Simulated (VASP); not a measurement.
# Ti (P6_3/mmc) in VASP: a series of runs

Ti is run at these levels: LDA; tasks: single point.

Program: VASP 6.6.1. These are calculated values, not measurements. Logs are shortened: lines on timing, memory, paths and dates and some standing lists are left out, and cuts for length are marked.

### 1 The cell of the first run

The structure is hexagonal, space group P6_3/mmc (No. 194). The conventional cell has a = 2.864 Å, b = 2.864 Å, c = 4.540 Å, α = 90.00°, β = 90.00°, γ = 120.00°. Within 3.7 Å of Ti (site symmetry -6m2) lie 12 Ti at 2.81 to 2.86 Å.

### 2 Single point, LDA

File INCAR:

```
PREC = Accurate
ENCUT = 520
EDIFF = 1E-6
ISMEAR = 1
SIGMA = 0.2
LREAL = False
LASPH = True
NELM = 100
ALGO = Normal
ISIF = 2
LWAVE = False
LCHARG = True
GGA = CA
LELF = True
LVHAR = True
NBANDS = 19
```

File KPOINTS:

```
Automatic mesh
0
Gamma
  13 13 7
```

File POSCAR:

```
Ti
1.0
    2.8638698861      0.0000000000      0.0000000000
   -1.4319349430      2.4801840745      0.0000000000
    0.0000000000      0.0000000000      4.5399943151
Ti
2
Direct
    0.3333333333      0.6666666667      0.2500000000
    0.6666666667      0.3333333333      0.7500000000
```

Potentials or basis: VASP PAW LDA potentials, release 64 (Ti_sv).

Launch:

```console
$ cat potpaw_LDA.64/Ti_sv/POTCAR > POTCAR
$ mpirun -np 1 vasp_std > vasp.out
```

OUTCAR:

```text
PREC = Accurate
   ENCUT = 520
   EDIFF = 1E-6
   ISMEAR = 1
   LREAL = False
   LASPH = True
   NELM = 100
   ISIF = 2
   GGA = CA

 ion  position               nearest neighbor table
   1  0.333  0.667  0.250-   2 2.81   2 2.81   2 2.81   2 2.81   2 2.81   2 2.81
   2  0.667  0.333  0.750-   1 2.81   1 2.81   1 2.81   1 2.81   1 2.81   1 2.81

  LATTYP: Found a hexagonal cell.
 ALAT       =     2.8638698861
 C/A-ratio  =     1.5852655657

  Lattice vectors:

 A1 = (   2.8638698861,   0.0000000000,   0.0000000000)
 A2 = (  -1.4319349430,   2.4801840745,   0.0000000000)
 A3 = (   0.0000000000,   0.0000000000,   4.5399943151)

Analysis of symmetry for initial positions (statically):
=====================================================================
 Subroutine PRICEL returns:
 Original cell was already a primitive cell.

 Routine SETGRP: Setting up the symmetry group for a
 hexagonal supercell.

 Subroutine GETGRP returns: Found 24 space group operations
 (whereof 12 operations were pure point group operations)
 out of a pool of 24 trial point group operations.

The static configuration has the point symmetry D_3d.
 The point group associated with its full space group is D_6h.

Analysis of symmetry for dynamics (positions and initial velocities):
=====================================================================
 Subroutine PRICEL returns:
 Original cell was already a primitive cell.

 Routine SETGRP: Setting up the symmetry group for a
 hexagonal supercell.

 Subroutine GETGRP returns: Found 24 space group operations
 (whereof 12 operations were pure point group operations)
 out of a pool of 24 trial point group operations.

The dynamic configuration has the point symmetry D_3d.
 The point group associated with its full space group is D_6h.

 Subroutine INISYM returns: Found 24 space group operations
 (whereof 12 operations are pure point group operations),
 and found     1 'primitive' translations

----------------------------------------------------------------------------------------

                                     Primitive cell

  volume of cell :      32.2472

  direct lattice vectors                    reciprocal lattice vectors
     2.863869886  0.000000000  0.000000000     0.349177875  0.201597940  0.000000000
    -1.431934943  2.480184074  0.000000000     0.000000000  0.403195880  0.000000000
     0.000000000  0.000000000  4.539994315     0.000000000  0.000000000  0.220264593

  length of vectors
     2.863869886  2.863869886  4.539994315     0.403195880  0.403195880  0.220264593

  position of ions in fractional coordinates (direct lattice)
     0.333333333  0.666666667  0.250000000
     0.666666667  0.333333333  0.750000000

  ion indices of the primitive-cell ions
   primitive index   ion index
                 1           1
                 2           2

----------------------------------------------------------------------------------------

 KPOINTS: Automatic mesh

Automatic generation of k-mesh.
 Grid dimensions read from file:
 generate k-points for:   13   13    7

 Generating k-lattice:

  Cartesian coordinates                     Fractional coordinates (reciprocal lattice)
     0.026859837  0.015507534  0.000000000     0.076923077  0.000000000  0.000000000
     0.000000000  0.031015068  0.000000000     0.000000000  0.076923077  0.000000000
     0.000000000  0.000000000  0.031466370     0.000000000  0.000000000  0.142857143

  Length of vectors
     0.031015068  0.031015068  0.031466370

  Shift w.r.t. Gamma in fractional coordinates (k-lattice)
     0.000000000  0.000000000  0.000000000

 Subroutine IBZKPT returns following result:
 ===========================================

 Found     84 irreducible k-points:

 Following reciprocal coordinates:
            Coordinates               Weight
  0.000000  0.000000  0.000000      1.000000
  0.076923  0.000000  0.000000      6.000000
  0.153846 -0.000000  0.000000      6.000000
  0.230769 -0.000000  0.000000      6.000000
  0.307692 -0.000000  0.000000      6.000000
  0.384615 -0.000000  0.000000      6.000000
[... 16 lines left out ...]
  0.076923  0.000000  0.142857     12.000000
  0.153846 -0.000000  0.142857     12.000000
 [... further k-points ...]
   k-points           NKPTS =     84   k-points in BZ     NKDIM =     84   number of bands    NBANDS=     19
   number of dos      NEDOS =    301   number of ions     NIONS =      2
   total plane-waves  NPLWV =  20736
   dimension x,y,z NGX =    24 NGY =   24 NGZ =   36
   dimension x,y,z NGXF=    48 NGYF=   48 NGZF=   72
   ions per type =               2
   NGX,Y,Z   is equivalent  to a cutoff of  13.93, 13.93, 13.18 a.u.
   NGXF,Y,Z  is equivalent  to a cutoff of  27.86, 27.86, 26.37 a.u.
 SYSTEM =  unknown system
   PREC   = accura    normal or accurate (medium, high low for compatibility)
   ISTART =      0    job   : 0-new  1-cont  2-samecut
   ICHARG =      2    charge: 1-file 2-atom 10-const
   ISPIN  =      1    spin polarized calculation?
   LNONCOLLINEAR =      F non collinear calculations
   LSORBIT =      F    spin-orbit coupling
   LASPH  =      T    aspherical Exc in radial PAW
   ENCUT  =  520.0 eV  38.22 Ry    6.18 a.u.   5.32  5.32  8.44*2*pi/ulx,y,z
   NELM   =    100;   NELMIN=  2; NELMDL= -5     # of ELM steps
   EDIFF  = 0.1E-05   stopping-criterion for ELM
   LREAL  =      F    real-space projection
   EDIFFG = 0.1E-04   stopping-criterion for IOM
   NSW    =      0    number of steps for IOM
   IBRION =     -1    ionic relax: 0-MD 1-quasi-New 2-CG
   NFREE  =      0    steps in history (QN), initial steepest desc. (CG)
   ISIF   =      2    stress and relaxation
   ISYM   =      2    0-nonsym 1-usesym 2-fastsym
   POTIM  = 0.5000    time-step for ionic-motion
   TEBEG  =    0.0;   TEEND  =   0.0 temperature during run
   PSTRESS=    0.0 pullay stress
   NELECT =      24.0000    total number of electrons
   NUPDOWN=      -1.0000    fix difference up-down
   EMIN   =  10.00;   EMAX   =-10.00  energy-range for DOS
   EFERMI =   0.00;   METHOD = LEGACY
   ISMEAR =     1;   SIGMA  =   0.20  broadening in eV -4-tet -1-fermi 0-gaus
   EFERMI_NEDOS =   21; number of points for ismear=-14 and -15
   IALGO  =     38    algorithm
   IMIX   =      4    mixing-type and parameters
     AMIX     =   0.40;   BMIX     =  1.00
     AMIX_MAG =   1.60;   BMIX_MAG =  1.00
  volume/ion in A,a.u.               =      16.12       108.81
  Fermi-wavevector in a.u.,A,eV,Ry     =   1.483592  2.803582 29.947028  2.201044
  Thomas-Fermi vector in A             =   2.597234
   LORBIT       =      0    0 simple, 1 ext, 2 COOP (PROOUT), +10 PAW based schemes
   GGA     = CA    functional components
   LHFCALC =     F    Hartree Fock is set to
   AEXX    =    0.0000 exact exchange contribution
   IVDW    =     0    specifies the selected vdW correction
   LEPSILON=     F    determine dielectric tensor
   LRPA    =     F    only Hartree local field effects (RPA)
 non-spin polarized calculation
 Methfessel and Paxton  Order N= 1 SIGMA  =   0.20
  energy-cutoff  :      520.00
  volume of cell :       32.25
 maximum number of plane-waves:       883
 NGX is ok and might be reduce to    24
   NGX = 11   NGY = 11   NGZ = 17

 number of electron      24.0000004 magnetization

 Free energy of the ion-electron system (eV)
  ---------------------------------------------------
  ext. energy  EPLUGINS =         0.00000000
  ---------------------------------------------------
  free energy    TOTEN  =       -17.09735715 eV

  energy without entropy =      -17.09912101  energy(sigma->0) =      -17.09794510

 E-fermi :   8.9162     XC(G=0): -12.1452

 val. band max:        8.9020799916   @ k =   0.1538  -0.0000   0.0000
 cond. band min:       8.9178293812   @ k =   0.0000   0.0000   0.4286
 fundamental gap:      0.0157493896
 Fermi energy:         8.9161951953

 k-point     1 :       0.0000    0.0000    0.0000
  band No.  band energies     occupation
      1     -47.1521      2.00000
      2     -46.9579      2.00000
      3     -24.2246      2.00000
      4     -23.3943      2.00000
      5     -23.3943      2.00000
      6     -23.2990      2.00000
[... 11 lines left out ...]
     18      10.6146     -0.00000
     19      12.3160     -0.00000

 k-point     2 :       0.0769    0.0000    0.0000
  band No.  band energies     occupation
      1     -47.1438      2.00000
      2     -46.9546      2.00000
      3     -24.2076      2.00000
      4     -23.4297      2.00000
      5     -23.4061      2.00000
      6     -23.3061      2.00000
[... 11 lines left out ...]
     18      10.5118     -0.00000
     19      12.3721     -0.00000

 k-point     3 :       0.1538   -0.0000    0.0000
  band No.  band energies     occupation
      1     -47.1204      2.00000
      2     -46.9458      2.00000
      3     -24.1586      2.00000
      4     -23.5282      2.00000
      5     -23.4377      2.00000
      6     -23.4019      2.00000
[... 11 lines left out ...]
     18      10.6851     -0.00000
     19      12.4948     -0.00000

 k-point     4 :       0.2308   -0.0000    0.0000
  band No.  band energies     occupation
      1     -47.0861      2.00000
      2     -46.9345      2.00000
      3     -24.0836      2.00000
      4     -23.6683      2.00000
      5     -23.5378      2.00000
      6     -23.4804      2.00000
[... 11 lines left out ...]
     18      11.1884     -0.00000
     19      12.6170     -0.00000

 k-point     5 :       0.3077   -0.0000    0.0000
  band No.  band energies     occupation
      1     -47.0470      2.00000
      2     -46.9247      2.00000
      3     -23.9924      2.00000
      4     -23.8179      2.00000
      5     -23.6764      2.00000
      6     -23.5240      2.00000
[... 11 lines left out ...]
     18      11.7807     -0.00000
     19      12.7076     -0.00000

 k-point     6 :       0.3846   -0.0000    0.0000
  band No.  band energies     occupation
      1     -47.0110      2.00000
      2     -46.9201      2.00000
      3     -23.9420      2.00000
      4     -23.9000      2.00000
      5     -23.7879      2.00000
      6     -23.5592      2.00000
[... 11 lines left out ...]
     18      12.3816     -0.00000
     19      12.7627     -0.00000

 k-point     7 :       0.4615   -0.0000    0.0000
  band No.  band energies     occupation
      1     -46.9875      2.00000
      2     -46.9207      2.00000
      3     -24.0120      2.00000
      4     -23.8496      2.00000
      5     -23.8327      2.00000
      6     -23.5787      2.00000
[... 11 lines left out ...]
     18      12.7877     -0.00000
     19      13.4096      0.00000

 k-point     8 :       0.0769    0.0769    0.0000
  band No.  band energies     occupation
      1     -47.1280      2.00000
      2     -46.9485      2.00000
      3     -24.1746      2.00000
      4     -23.4901      2.00000
      5     -23.4417      2.00000
      6     -23.3586      2.00000
[... 256 lines left out ...]
 k-point    20 :       0.3846    0.2308    0.0000
  band No.  band energies     occupation
      1     -46.9586      2.00000
      2     -46.9271      2.00000
      3     -23.9379      2.00000
      4     -23.7815      2.00000
      5     -23.7400      2.00000
      6     -23.7189      2.00000
[... 11 lines left out ...]
     18      12.5250     -0.00000
     19      14.6566      0.00000

 k-point    21 :       0.3077    0.3077    0.0000
  band No.  band energies     occupation
      1     -46.9501      2.00000
      2     -46.9315      2.00000
      3     -23.9071      2.00000
      4     -23.7788      2.00000
      5     -23.7313      2.00000
      6     -23.7079      2.00000
[... 11 lines left out ...]
     18      12.4843     -0.00000
     19      14.9565      0.00000

 k-point    22 :       0.0000    0.0000    0.1429
  band No.  band energies     occupation
      1     -47.1427      2.00000
      2     -46.9677      2.00000
      3     -24.1808      2.00000
      4     -23.3880      2.00000
      5     -23.3880      2.00000
      6     -23.3471      2.00000
[... 11 lines left out ...]
     18      10.8220     -0.00000
     19      12.3275     -0.00000

 k-point    23 :       0.0769    0.0000    0.1429
  band No.  band energies     occupation
      1     -47.1346      2.00000
      2     -46.9642      2.00000
      3     -24.1659      2.00000
      4     -23.4225      2.00000
      5     -23.3994      2.00000
      6     -23.3675      2.00000
[... 11 lines left out ...]
     18      10.7781     -0.00000
     19      12.3730     -0.00000

 k-point    24 :       0.1538   -0.0000    0.1429
  band No.  band energies     occupation
      1     -47.1119      2.00000
      2     -46.9546      2.00000
      3     -24.1238      2.00000
      4     -23.5184      2.00000
      5     -23.4473      2.00000
      6     -23.4301      2.00000
[... 11 lines left out ...]
     18      10.8112     -0.00000
     19      12.4713     -0.00000

 [... further k-points ...]
[... 5 lines left out ...]
  --------------------------------------------------------------------------------------
  -------------------------------------------------------------------------------------
  Total       -0.0690705     -0.0690705     -0.0287613     -0.0000000     -0.0000000     -0.0000000
  in kB       -3.4317124     -3.4317124     -1.4289829     -0.0000000     -0.0000000     -0.0000000
  external PRESSURE =      -2.7641359 kB  Pullay stress =       0.0000000 kB

 VOLUME and BASIS-vectors are now :
 -----------------------------------------------------------------------------
  energy-cutoff  :      520.00
  volume of cell :       32.25
      direct lattice vectors                 reciprocal lattice vectors
     2.863869886  0.000000000  0.000000000     0.349177875  0.201597940  0.000000000
    -1.431934943  2.480184074  0.000000000     0.000000000  0.403195880  0.000000000
     0.000000000  0.000000000  4.539994315     0.000000000  0.000000000  0.220264593

 POSITION                                       TOTAL-FORCE (eV/Angst)
 -----------------------------------------------------------------------------------
     -0.00000      1.65346      1.13500         0.000000     -0.000000      0.000000
      1.43193      0.82673      3.40500        -0.000000      0.000000      0.000000
 -----------------------------------------------------------------------------------
    total drift:                               -0.000000      0.000000     -0.000000

  FREE ENERGIE OF THE ION-ELECTRON SYSTEM (eV)
  ---------------------------------------------------
  free  energy   TOTEN  =       -17.0973571457 eV

  energy  without entropy=      -17.0991210117  energy(sigma->0) =      -17.09794510
```

It took 29 s on 1 thread of Intel Xeon Platinum 8488C (Sapphire Rapids), shared host; peak memory 0.14 GiB.

What came out:

```yaml
Free_energy: -17.0974 eV
Pressure: -0.3 GPa
Band_gap_on_the_k_mesh: zero (band 12 reaches 9.68 eV, above the bottom of band 13 at 8.59 eV)
```

Levels at points of the mesh, in eV from the Fermi level:
```csv
k point,band 8,band 9,band 10,band 11,band 12,band 13,band 14,band 15,band 16,band 17
"(0.00, 0.00, 0.00)",-32.18,-6.30,-2.88,0.77,0.77,0.90,1.08,1.32,1.32,1.70
```

### 3 Single point, LDA

File INCAR:

```
  ALGO = Normal
  EDIFF = 1E-6
  ENCUT = 520
  GGA = CA
  ISIF = 2
  ISMEAR = 1
  LASPH = T
  LCHARG = F
  LREAL = F
  LWAVE = F
  NBANDS = 19
  NELM = 60
  PREC = Accurate
  SIGMA = 0.3
```

File KPOINTS:

```
k-points
0
Gamma
  13 13 7
```

POSCAR is that of step 2.

Potentials or basis: VASP PAW LDA potentials, release 64 (Ti_sv).

Launch:

```console
$ cat potpaw_LDA.64/Ti_sv/POTCAR > POTCAR
$ mpirun -np 1 vasp_std > vasp.out
```

Wall time 27 s (1 thread of Intel Xeon Platinum 8488C (Sapphire Rapids), shared host); peak memory 0.13 GiB.

The run converged. Its results:

* Free energy: -17.0955 eV
* Pressure: -0.3 GPa
* Band gap on the k mesh: zero (band 12 reaches 9.68 eV, above the bottom of band 13 at 8.59 eV)

Levels at points of the mesh, in eV from the Fermi level:
| k point | band 10 | band 11 | band 12 | band 13 | band 14 | band 15 |
| --- | --- | --- | --- | --- | --- | --- |
| (0.00, 0.00, 0.00) | -2.86 | 0.78 | 0.78 | 0.92 | 1.10 | 1.34 |

### 4 Single point, LDA

File INCAR:

```
PREC     = Accurate       # precision mode
ENCUT    = 520            # plane-wave cutoff, eV
EDIFF    = 1E-7           # SCF threshold, eV
ISMEAR   = 1              # smearing method
SIGMA    = 0.6            # smearing width, eV
LREAL    = False          # projectors in reciprocal space
LASPH    = True           # aspherical terms in the spheres
NELM     = 100            # most SCF steps
ALGO     = Normal         # electronic algorithm
ISIF     = 2              # what is computed and relaxed
LWAVE    = False          # write WAVECAR
LCHARG   = False          # write CHGCAR
GGA      = CA             # functional
NBANDS   = 19             # bands
```

File KPOINTS:

```
Automatic mesh
0
Gamma
  13 13 7
```

POSCAR is that of step 3.

Launch:

```console
$ cat potpaw_LDA.64/Ti_sv/POTCAR > POTCAR
$ mpirun -np 1 vasp_std > vasp.out
```

Run time: 42 s. Hardware: 1 thread of Intel Xeon Platinum 8488C (Sapphire Rapids), shared host; peak memory 0.13 GiB.

The run converged. Its results:

```
Free energy            : -17.0721 eV
Pressure               : -0.6 GPa
Band gap on the k mesh : zero (band 12 reaches 9.68 eV, above the bottom of band 13 at 8.59 eV)
```

Stress tensor (GPa, compression positive):
```
-0.62  0.00  0.00
 0.00 -0.62  0.00
 0.00  0.00 -0.71
```

Levels at points of the mesh, in eV from the Fermi level:
```tsv
k point	band 8	band 9	band 10	band 11	band 12	band 13	band 14	band 15	band 16	band 17
(0.00, 0.00, 0.00)	-32.12	-6.24	-2.81	0.83	0.83	0.97	1.15	1.38	1.38	1.77
```

### 5 Summary

```csv
smearing,gap on the mesh (eV),pressure (GPa)
methfessel-paxton 0.2 eV,none,-0.3
methfessel-paxton 0.3 eV,none,-0.3
methfessel-paxton 0.6 eV,none,-0.6
```

Alike in all rows: task single point; level LDA; potentials or basis VASP PAW LDA potentials, release 64 (Ti_sv); no spin polarisation; cell as given; k mesh 13 × 13 × 7; cutoff (eV) 520.

Every run on the cell as given and a fine mesh finds a metal.

Total energies depend on the potentials used, so only differences within one code and one set of settings carry meaning.
